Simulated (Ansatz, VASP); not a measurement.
One calculation of Sn, two programs

Contents of INCAR:

```
PREC = Accurate
ENCUT = 520
EDIFF = 1E-7
ISMEAR = 0
SIGMA = 0.15
LREAL = F
LASPH = T
NELM = 100
ALGO = Fast
ISIF = 2
LWAVE = F
LCHARG = F
GGA = PS
NBANDS = 13
```

KPOINTS

```
regular mesh
0
Gamma
  18 18 18
```

Contents of POSCAR:

```
Sn
1.0
   -1.8378122646      1.8378122646      1.8946518192
    1.8378122646     -1.8378122646      1.8946518192
    1.8378122646      1.8378122646     -1.8946518192
Sn
1
Direct
    0.0000000000      0.0000000000      0.0000000000
```

Input for Ansatz:

```yaml
crystal:
  lattice:
    - [-1.8378122646, 1.8378122646, 1.8946518192]
    - [1.8378122646, -1.8378122646, 1.8946518192]
    - [1.8378122646, 1.8378122646, -1.8946518192]
  atoms:
    - { symbol: Sn, position: [0.0, 0.0, 0.0] }
basis:
  ecutwfc: 420
kpoints:
  mp_grid: { grid: [18, 18, 18] }
hamiltonian:
  xc: pbesol
scf:
  occupations: { method: gaussian, width: 0.15 }
output:
  forces: true
  stress: true
  eigenvalues: true
```

Change from the starting cell: strain -0.030 along x and y, +0.000 along z, atoms carried along.

Alike in both runs: task single point; functional PBEsol; k mesh 18 × 18 × 18; occupations gaussian, width 0.15 eV; no spin polarisation.

|  | VASP | Ansatz |
| --- | --- | --- |
| version | VASP 6.6.1 | Ansatz 0.2.0 |
| potentials or method | VASP PAW PBE potentials, release 64 (Sn_d), cutoff 520 eV | scalar-relativistic, plane waves, PAW |
| valence electrons in the cell | 14 | 14 |

Ansatz gave:

- gap on the k mesh at the Fermi level (eV): none
- pressure (GPa): 1.3
- traceless stress, the component that is largest in VASP (GPa): 0.48

Problem. Estimate VASP's values.

Solution. gap on the k mesh at the Fermi level (eV): none; pressure (GPa): 1.3; traceless stress, the component that is largest in VASP (GPa): 0.47.

VASP's potentials were made for PBE, not for PBEsol. A gap of «none» marks a metal or a gap that the smearing closes. With one functional, cell and mesh, what is left measures potentials, basis and numerics.
